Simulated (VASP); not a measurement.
# Au (I4/mmm) in VASP: single point with PBEsol

Aim: the single point of Au with PBEsol.

All numbers are computed with VASP 6.6.1; they aren't measurements. Logs are shortened: lines on timing, memory, paths and dates and some standing lists are left out, and cuts for length are marked.

## 1. The cell of the first run

The structure is tetragonal, space group I4/mmm (No. 139). Conventional cell: a = 3.242 Å, b = 3.242 Å, c = 3.437 Å, α = 90.00°, β = 90.00°, γ = 90.00°. Within 3.8 Å of Au (site symmetry 4/mmm) lie 14 Au at 2.87 to 3.44 Å.

## 2. Single point, PBEsol (strain +0.0600 x Voigt [0, 1, 0, 0, 0, 0])

The input, INCAR:

```
PREC = Accurate
ENCUT = 520
EDIFF = 1E-7
ISMEAR = 0
SIGMA = 0.15
LREAL = F
LASPH = T
NELM = 80
ALGO = Fast
ISIF = 2
LWAVE = F
LCHARG = F
GGA = PS
NBANDS = 12
```

The input, KPOINTS:

```
regular mesh
0
Gamma
  26 26 26
```

The input, POSCAR:

```
Au
1.0
   -1.6210733942      1.7183377979      1.6210733942
    1.6210733942     -1.7183377979      1.6210733942
    1.6210733942      1.7183377979     -1.6210733942
Au
1
Direct
    0.0000000000      0.0000000000      0.0000000000
```

Potentials or basis: VASP PAW PBE potentials, release 64 (Au).

Launch:

```
> cat potpaw_PBE.64/Au/POTCAR > POTCAR
> mpirun -np 1 vasp_std > vasp.out
```

OUTCAR:

```text
PREC = Accurate
   ENCUT = 520
   EDIFF = 1E-7
   ISMEAR = 0
   LREAL = F
   LASPH = T
   NELM = 80
   ISIF = 2
   GGA = PS

 ion  position               nearest neighbor table
   1  0.000  0.000  0.000-

  LATTYP: Found a body centered tetragonal cell.
 ALAT       =     3.2421467884
 C/A-ratio  =     1.0600000000

  Lattice vectors:

 A1 = (  -1.6210733942,  -1.7183377979,   1.6210733942)
 A2 = (   1.6210733942,  -1.7183377979,  -1.6210733942)
 A3 = (   1.6210733942,   1.7183377979,   1.6210733942)

Analysis of symmetry for initial positions (statically):
=====================================================================
 Subroutine PRICEL returns:
 Original cell was already a primitive cell.

 Routine SETGRP: Setting up the symmetry group for a
 body centered tetragonal supercell.

 Subroutine GETGRP returns: Found 16 space group operations
 (whereof 16 operations were pure point group operations)
 out of a pool of 16 trial point group operations.

The static configuration has the point symmetry D_4h.

Analysis of symmetry for dynamics (positions and initial velocities):
=====================================================================
 Subroutine PRICEL returns:
 Original cell was already a primitive cell.

 Routine SETGRP: Setting up the symmetry group for a
 body centered tetragonal supercell.

 Subroutine GETGRP returns: Found 16 space group operations
 (whereof 16 operations were pure point group operations)
 out of a pool of 16 trial point group operations.

The dynamic configuration has the point symmetry D_4h.

 Subroutine INISYM returns: Found 16 space group operations
 (whereof 16 operations are pure point group operations),
 and found     1 'primitive' translations

----------------------------------------------------------------------------------------

                                     Primitive cell

  volume of cell :      18.0623

  direct lattice vectors                    reciprocal lattice vectors
    -1.621073394  1.718337798  1.621073394     0.000000000  0.290978875  0.308437608
     1.621073394 -1.718337798  1.621073394     0.308437608  0.000000000  0.308437608
     1.621073394  1.718337798 -1.621073394     0.308437608  0.290978875  0.000000000

  length of vectors
     2.865037990  2.865037990  2.865037990     0.424031206  0.436196648  0.424031206

  position of ions in fractional coordinates (direct lattice)
     0.000000000  0.000000000  0.000000000

  ion indices of the primitive-cell ions
   primitive index   ion index
                 1           1

----------------------------------------------------------------------------------------

 KPOINTS: regular mesh

Automatic generation of k-mesh.
 Grid dimensions read from file:
 generate k-points for:   26   26   26

 Generating k-lattice:

  Cartesian coordinates                     Fractional coordinates (reciprocal lattice)
     0.000000000  0.011191495  0.011862985     0.038461538 -0.000000000  0.000000000
     0.011862985  0.000000000  0.011862985     0.000000000  0.038461538  0.000000000
     0.011862985  0.011191495  0.000000000     0.000000000 -0.000000000  0.038461538

  Length of vectors
     0.016308893  0.016776794  0.016308893

  Shift w.r.t. Gamma in fractional coordinates (k-lattice)
     0.000000000  0.000000000  0.000000000

 Subroutine IBZKPT returns following result:
 ===========================================

 Found   1330 irreducible k-points:

 Following reciprocal coordinates:
            Coordinates               Weight
  0.000000  0.000000  0.000000      1.000000
  0.038462 -0.000000  0.000000      8.000000
  0.076923 -0.000000  0.000000      8.000000
  0.115385  0.000000 -0.000000      8.000000
  0.153846 -0.000000  0.000000      8.000000
  0.192308 -0.000000  0.000000      8.000000
[... 16 lines left out ...]
  0.307692  0.038462  0.000000     16.000000
  0.346154  0.038462  0.000000     16.000000
 [... further k-points ...]
   k-points           NKPTS =   1330   k-points in BZ     NKDIM =   1330   number of bands    NBANDS=     12
   number of dos      NEDOS =    301   number of ions     NIONS =      1
   total plane-waves  NPLWV =  13824
   dimension x,y,z NGX =    24 NGY =   24 NGZ =   24
   dimension x,y,z NGXF=    48 NGYF=   48 NGZF=   48
   ions per type =               1
   NGX,Y,Z   is equivalent  to a cutoff of  13.93, 13.93, 13.93 a.u.
   NGXF,Y,Z  is equivalent  to a cutoff of  27.85, 27.85, 27.85 a.u.
 SYSTEM =  unknown system
   PREC   = accura    normal or accurate (medium, high low for compatibility)
   ISTART =      0    job   : 0-new  1-cont  2-samecut
   ICHARG =      2    charge: 1-file 2-atom 10-const
   ISPIN  =      1    spin polarized calculation?
   LNONCOLLINEAR =      F non collinear calculations
   LSORBIT =      F    spin-orbit coupling
   LASPH  =      T    aspherical Exc in radial PAW
   ENCUT  =  520.0 eV  38.22 Ry    6.18 a.u.   5.33  5.33  5.33*2*pi/ulx,y,z
   NELM   =     80;   NELMIN=  2; NELMDL= -5     # of ELM steps
   EDIFF  = 0.1E-06   stopping-criterion for ELM
   LREAL  =      F    real-space projection
   EDIFFG = 0.1E-05   stopping-criterion for IOM
   NSW    =      0    number of steps for IOM
   IBRION =     -1    ionic relax: 0-MD 1-quasi-New 2-CG
   NFREE  =      0    steps in history (QN), initial steepest desc. (CG)
   ISIF   =      2    stress and relaxation
   ISYM   =      2    0-nonsym 1-usesym 2-fastsym
   POTIM  = 0.5000    time-step for ionic-motion
   TEBEG  =    0.0;   TEEND  =   0.0 temperature during run
   PSTRESS=    0.0 pullay stress
   NELECT =      11.0000    total number of electrons
   NUPDOWN=      -1.0000    fix difference up-down
   EMIN   =  10.00;   EMAX   =-10.00  energy-range for DOS
   EFERMI =   0.00;   METHOD = LEGACY
   ISMEAR =     0;   SIGMA  =   0.15  broadening in eV -4-tet -1-fermi 0-gaus
   EFERMI_NEDOS =   21; number of points for ismear=-14 and -15
   IALGO  =     68    algorithm
   IMIX   =      4    mixing-type and parameters
     AMIX     =   0.40;   BMIX     =  1.00
     AMIX_MAG =   1.60;   BMIX_MAG =  1.00
  volume/ion in A,a.u.               =      18.06       121.89
  Fermi-wavevector in a.u.,A,eV,Ry     =   1.387654  2.622285 26.199144  1.925583
  Thomas-Fermi vector in A             =   2.511854
   LORBIT       =      0    0 simple, 1 ext, 2 COOP (PROOUT), +10 PAW based schemes
   GGA     = PS    functional components
   LHFCALC =     F    Hartree Fock is set to
   AEXX    =    0.0000 exact exchange contribution
   IVDW    =     0    specifies the selected vdW correction
   LEPSILON=     F    determine dielectric tensor
   LRPA    =     F    only Hartree local field effects (RPA)
 non-spin polarized calculation
 RMM-DIIS sequential band-by-band and
 Gauss-broadening in eV      SIGMA  =   0.15
  energy-cutoff  :      520.00
  volume of cell :       18.06
 maximum number of plane-waves:       504
 NGX is ok and might be reduce to    24
   NGX = 11   NGY = 11   NGZ = 11

 number of electron      11.0000000 magnetization

 Free energy of the ion-electron system (eV)
  ---------------------------------------------------
  ext. energy  EPLUGINS =         0.00000000
  ---------------------------------------------------
  free energy    TOTEN  =        -3.87663283 eV

  energy without entropy =       -3.87361840  energy(sigma->0) =       -3.87512561

 E-fermi :   8.3388     XC(G=0): -12.5444

 val. band max:        8.3384465662   @ k =  -0.0385   0.5000   0.0385
 cond. band min:       8.3398385015   @ k =  -0.3462   0.4615   0.0769
 fundamental gap:      0.0013919353
 Fermi energy:         8.3388351977

 k-point     1 :       0.0000    0.0000    0.0000
  band No.  band energies     occupation
      1      -0.9712      2.00000
      2       3.6984      2.00000
      3       3.6984      2.00000
      4       4.0328      2.00000
      5       5.3495      2.00000
      6       5.7319      2.00000
      7      24.2109      0.00000
      8      25.1328      0.00000
      9      25.1328      0.00000
     10      30.4596      0.00000
     11      32.2605      0.00000
     12      32.4451      0.00000

 k-point     2 :       0.0385   -0.0000    0.0000
  band No.  band energies     occupation
      1      -0.9200      2.00000
      2       3.7012      2.00000
      3       3.7091      2.00000
      4       4.0418      2.00000
      5       5.3375      2.00000
      6       5.7239      2.00000
      7      24.2325      0.00000
      8      25.1075      0.00000
      9      25.1950      0.00000
     10      29.9230      0.00000
     11      31.3842      0.00000
     12      32.0405      0.00000

 k-point     3 :       0.0769   -0.0000    0.0000
  band No.  band energies     occupation
      1      -0.7681      2.00000
      2       3.7086      2.00000
      3       3.7203      2.00000
      4       4.0899      2.00000
      5       5.3032      2.00000
      6       5.7037      2.00000
      7      24.2603      0.00000
      8      24.9860      0.00000
      9      25.3786      0.00000
     10      29.0331      0.00000
     11      30.2331      0.00000
     12      31.4344      0.00000
[... 286 lines left out ...]
 k-point    23 :       0.3077    0.0385    0.0000
  band No.  band energies     occupation
      1       1.4548      2.00000
      2       3.1698      2.00000
      3       4.5302      2.00000
      4       5.1953      2.00000
      5       5.7331      2.00000
      6       6.0098      2.00000
      7      16.5334      0.00000
      8      22.1011      0.00000
      9      24.2799      0.00000
     10      28.5059      0.00000
     11      29.2092      0.00000
     12      30.4548      0.00000

 k-point    24 :       0.3462    0.0385    0.0000
  band No.  band energies     occupation
      1       1.5678      2.00000
      2       3.0837      2.00000
      3       4.9534      2.00000
      4       5.4073      2.00000
      5       5.7776      2.00000
      6       6.4106      2.00000
      7      15.0169      0.00000
      8      21.6436      0.00000
      9      23.4806      0.00000
     10      28.9926      0.00000
     11      29.4850      0.00000
     12      30.7266      0.00000

 [... further k-points ...]

------------------------ aborting loop because EDIFF is reached ----------------------------------------

  FORCE on cell =-STRESS in cart. coord.  units (eV):
  Direction    XX          YY          ZZ          XY          YZ          ZX
  --------------------------------------------------------------------------------------
  -------------------------------------------------------------------------------------
  Total       -0.9831587     -0.9348058     -0.9831587     -0.0000000      0.0000000      0.0000000
  in kB      -87.2088017    -82.9197714    -87.2088017     -0.0000000      0.0000000      0.0000000
  external PRESSURE =     -85.7791249 kB  Pullay stress =       0.0000000 kB

 VOLUME and BASIS-vectors are now :
 -----------------------------------------------------------------------------
  energy-cutoff  :      520.00
  volume of cell :       18.06
      direct lattice vectors                 reciprocal lattice vectors
    -1.621073394  1.718337798  1.621073394     0.000000000  0.290978875  0.308437608
     1.621073394 -1.718337798  1.621073394     0.308437608  0.000000000  0.308437608
     1.621073394  1.718337798 -1.621073394     0.308437608  0.290978875  0.000000000

 POSITION                                       TOTAL-FORCE (eV/Angst)
 -----------------------------------------------------------------------------------
      0.00000      0.00000      0.00000         0.000000      0.000000     -0.000000
 -----------------------------------------------------------------------------------
    total drift:                               -0.000000      0.000000     -0.000000

  FREE ENERGIE OF THE ION-ELECTRON SYSTEM (eV)
  ---------------------------------------------------
  free  energy   TOTEN  =        -3.8766328256 eV

  energy  without entropy=       -3.8736184023  energy(sigma->0) =       -3.87512561
```

It took 5.1 min on 1 thread of AMD EPYC 7R43 (Zen 3), shared host; peak memory 0.34 GiB.

What came out:

```
Free energy            : -3.8766 eV
Pressure               : -8.6 GPa
Band gap on the k mesh : zero (an odd number of electrons rules out a gap without spin polarisation)
```

Levels at points of the mesh, in eV from the Fermi level:
```tsv
k point	band 2	band 3	band 4	band 5	band 6	band 7	band 8	band 9	band 10	band 11
(0.00, 0.00, 0.00)	-4.64	-4.64	-4.31	-2.99	-2.61	15.87	16.79	16.79	22.12	23.92
(0.50, 0.00, 0.00)	-5.40	-3.14	-2.56	-1.42	-0.54	3.09	12.60	13.92	21.57	21.72
(0.00, 0.50, 0.00)	-5.78	-2.64	-2.46	-1.34	-0.22	3.54	11.77	12.64	19.86	20.90
(0.50, 0.50, 0.50)	-6.31	-1.80	-1.69	-1.69	5.15	6.75	6.75	8.86	14.96	15.97
```

Caveat: the cell differs from its parent crystal (strain +0.0600 x Voigt [0, 1, 0, 0, 0, 0]); the cell stands under tension; the PAW data sets were made with another functional, which shifts forces and pressure a little; spin-orbit coupling is left out, which moves the levels of the heavy elements.
